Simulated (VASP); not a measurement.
Input of a VASP 6.6.1 run:

File INCAR:

```
PREC = Accurate
ENCUT = 520
EDIFF = 1E-6
ISMEAR = 0
SIGMA = 0.01
LREAL = False
LASPH = True
NELM = 100
ALGO = Normal
ISIF = 2
LWAVE = False
LCHARG = False
GGA = PE
NBANDS = 36
```

File KPOINTS:

```
Automatic mesh
0
Gamma
  12 12 2
```

The input POSCAR:

```
SiC
1.0
    1.5474515523     -2.6802818982      0.0000000000
    1.5474515523      2.6802818982      0.0000000000
    0.0000000000      0.0000000000     15.1862037834
Si C
6 6
Direct
    0.1666670856      0.8333329144      0.8577054663
    0.8333329144      0.1666670856      0.3577054663
    0.5000004597      0.4999995403      0.5244836665
    0.4999995403      0.5000004597      0.0244836665
    0.8333356481      0.1666643519      0.6912133916
    0.1666643519      0.8333356481      0.1912133916
    0.5000037697      0.4999962303      0.6498353443
    0.4999962303      0.5000037697      0.1498353443
    0.1666662764      0.8333337236      0.9826940506
    0.8333337236      0.1666662764      0.4826940506
    0.8333341854      0.1666658146      0.8162080807
    0.1666658146      0.8333341854      0.3162080807
```

Potentials or basis: VASP PAW PBE potentials, release 64 (Si, C).

The run is started by

```bash
$ cat potpaw_PBE.64/Si/POTCAR potpaw_PBE.64/C/POTCAR > POTCAR
$ mpirun -np 1 vasp_std > vasp.out
```

Problem. Predict the band gap on the k mesh.

Solution. 2.03 eV (least direct gap 3.12 eV).

Problem. What does it give for the pressure?

Solution. 0.0 GPa.

A k mesh can miss the band edges. As with any semilocal functional, this PBE gap is likely too small.
